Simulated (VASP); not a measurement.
# TaN (P-62m) in VASP: a series of runs, part 2 of 2

VASP 6.6.1.

## Step 4: Single point, r2SCAN (strain +0.050 along x and y, -0.050 along z)

POSCAR

```
TaN
1.0
    5.4596113163      0.0000000000      0.0000000000
   -2.7298056581      4.7281620947      0.0000000000
    0.0000000000      0.0000000000      2.7648413103
Ta N
3 3
Direct
    0.3333333333      0.6666666667      0.5000000000
    0.6666666667      0.3333333333      0.5000000000
    0.0000000000      0.0000000000      0.0000000000
    0.3924063645      0.0000000000      0.0000000000
    0.6075936355      0.6075936355      0.0000000000
    0.0000000000      0.3924063645      0.0000000000
```

INCAR.step1

```
SYSTEM = TaN
ALGO = Normal
EDIFF = 1E-5
ENCUT = 660
GGA = PE
GGA_COMPAT = .False.
ISMEAR = 0
LASPH = .True.
LCHARG = .False.
LREAL = .False.
LWAVE = .True.
NBANDS = 33
NELM = 120
PREC = Accurate
SIGMA = 0.15
```

INCAR.step2

```
SYSTEM = TaN
ALGO = Normal
EDIFF = 1E-6
ENCUT = 660
GGA_COMPAT = .False.
ISIF = 2
ISMEAR = 0
ISTART = 1
LASPH = .True.
LCHARG = .False.
LMIXTAU = .True.
LREAL = .False.
LWAVE = .False.
METAGGA = R2SCAN
NBANDS = 33
NELM = 120
PREC = Accurate
SIGMA = 0.15
```

KPOINTS

```
k-points
0
Gamma
  12 12 16
  0 0 0
```

Potentials or basis: VASP PAW PBE potentials, release 64 (Ta_pv, N).

The run is started by

```
cat potpaw_PBE.64/Ta_pv/POTCAR potpaw_PBE.64/N/POTCAR > POTCAR
cp INCAR.step1 INCAR
mpirun -np 1 vasp_std > vasp.out
cp INCAR.step2 INCAR
mpirun -np 1 vasp_std > vasp.out
```

OUTCAR:

```text
SYSTEM = TaN
   EDIFF = 1E-6
   ENCUT = 660
   ISIF = 2
   ISMEAR = 0
   ISTART = 1
   LASPH = .True.
   LREAL = .False.
   METAGGA = R2SCAN
   NELM = 120
   PREC = Accurate

 ion  position               nearest neighbor table
   1  0.333  0.667  0.500-   4 2.18   4 2.18   6 2.18   6 2.18   5 2.18   5 2.18   2 3.15   2 3.15
                             2 3.15   3 3.44   3 3.44   3 3.44   3 3.44   3 3.44   3 3.44
   2  0.667  0.333  0.500-   6 2.18   6 2.18   4 2.18   4 2.18   5 2.18   5 2.18   1 3.15   1 3.15
                             1 3.15   3 3.44   3 3.44   3 3.44   3 3.44   3 3.44   3 3.44
   3  0.000  0.000  0.000-   6 2.14   4 2.14   5 2.14   2 3.44   1 3.44   1 3.44   2 3.44   1 3.44
[... 1077 lines left out ...]
  Total      -11.5225205    -11.5225205     10.6724823     -0.0000000     -0.0000000     -0.0000000
  in kB     -258.6626838   -258.6626838    239.5806460     -0.0000000     -0.0000000     -0.0000000
  external PRESSURE =     -92.5815738 kB  Pullay stress =       0.0000000 kB

 VOLUME and BASIS-vectors are now :
 -----------------------------------------------------------------------------
  energy-cutoff  :      660.00
  volume of cell :       71.37
      direct lattice vectors                 reciprocal lattice vectors
     5.459611316  0.000000000  0.000000000     0.183163222  0.105749336  0.000000000
    -2.729805658  4.728162095  0.000000000     0.000000000  0.211498671  0.000000000
     0.000000000  0.000000000  2.764841310     0.000000000  0.000000000  0.361684411

 POSITION                                       TOTAL-FORCE (eV/Angst)
 -----------------------------------------------------------------------------------
     -0.00000      3.15211      1.38242        -0.000000      0.000000      0.000000
      2.72981      1.57605      1.38242        -0.000000      0.000000      0.000000
      0.00000      0.00000      0.00000        -0.000000      0.000000      0.000000
      2.14239      0.00000      0.00000        -0.410528      0.000000     -0.000000
      1.65861      2.87280      0.00000         0.205264      0.355528     -0.000000
     -1.07119      1.85536      0.00000         0.205264     -0.355528      0.000000
 -----------------------------------------------------------------------------------
    total drift:                                0.000000      0.000001     -0.000000

  FREE ENERGIE OF THE ION-ELECTRON SYSTEM (eV)
  ---------------------------------------------------
  free  energy   TOTEN  =      -180.4997780846 eV

  energy  without entropy=     -180.4932518287  energy(sigma->0) =     -180.49651496
```

OUTCAR.step1:

```text
SYSTEM = TaN
   EDIFF = 1E-5
   ENCUT = 660
   GGA = PE
   ISMEAR = 0
   LASPH = .True.
   LREAL = .False.
   NELM = 120
[... 1103 lines left out ...]
      2.14239      0.00000      0.00000        -0.383616     -0.000000      0.000000
      1.65861      2.87280      0.00000         0.191808      0.332221      0.000000
     -1.07119      1.85536      0.00000         0.191808     -0.332221      0.000000
 -----------------------------------------------------------------------------------
    total drift:                                0.000000      0.000001     -0.000000

  FREE ENERGIE OF THE ION-ELECTRON SYSTEM (eV)
  ---------------------------------------------------
  free  energy   TOTEN  =       -66.7787614925 eV

  energy  without entropy=      -66.7717621717  energy(sigma->0) =      -66.77526183
```

Run time: 11 min. Hardware: 1 thread of Intel Xeon 6975P-C (Granite Rapids), shared host; peak memory 0.56 GiB.

What came out:

- Free energy: -180.4998 eV
- Pressure: -9.3 GPa
- Largest force: 0.411 eV/Å
- Band gap on the k mesh: zero (bands 24 and 25 overlap by 2.82 eV)

Forces in eV/Å, atoms in the order of the input:
```
Ta   0.000  0.000  0.000
Ta   0.000  0.000  0.000
Ta   0.000  0.000  0.000
N   -0.411  0.000  0.000
N    0.205  0.356  0.000
N    0.205 -0.356  0.000
```

Levels at points of the mesh, in eV from the Fermi level:
```
           k point  band 22  band 23  band 24  band 25  band 26  band 27
(0.00, 0.00, 0.00)    -2.78    -2.72    -1.14    -1.14     0.32     1.61
(0.50, 0.00, 0.00)    -3.78    -3.24    -2.91     1.55     1.82     2.05
(0.00, 0.00, 0.50)    -2.86    -2.86     1.45     1.45     1.84     1.84
(0.50, 0.00, 0.50)    -3.17    -1.58    -1.34     0.55     1.32     2.72
```

Caveat: the cell differs from its parent crystal (strain +0.050 along x and y, -0.050 along z); the stress differs along the axes, from -26 to 24 GPa; the PAW data sets were made with another functional, which shifts forces and pressure a little; spin-orbit coupling is left out, which moves the levels of the heavy elements.

## Step 5: Summary

| cell | gap on the mesh (eV) | pressure (GPa) | largest force (eV/Å) |
| --- | --- | --- | --- |
| a = 4.940, b = 4.940, c = 2.838 Å, angles 90.0, 90.0, 120.0°, 6 atoms | none | 58.5 | 0.95 |
| a = 4.940, b = 4.940, c = 2.910 Å, angles 90.0, 90.0, 120.0°, 6 atoms | none | 45.0 | 1.05 |
| a = 5.460, b = 5.460, c = 2.765 Å, angles 90.0, 90.0, 120.0°, 6 atoms | none | -9.3 | 0.41 |

Alike in all rows: task single point; level r2SCAN; potentials or basis VASP PAW PBE potentials, release 64 (Ta_pv, N); no spin polarisation; k mesh 12 × 12 × 16; cutoff (eV) 660; smearing gaussian 0.15 eV.

Caveats: the PAW data sets were made with another functional, which shifts forces and pressure a little; spin-orbit coupling is left out, which moves the levels of the heavy elements; the stress differs along the axes, from 48 to 64 GPa (at least some runs); the stress differs along the axes, from 25 to 55 GPa (at least some runs); the stress differs along the axes, from -26 to 24 GPa (at least some runs).

Absolute energies hang on the potentials; compare differences alone.
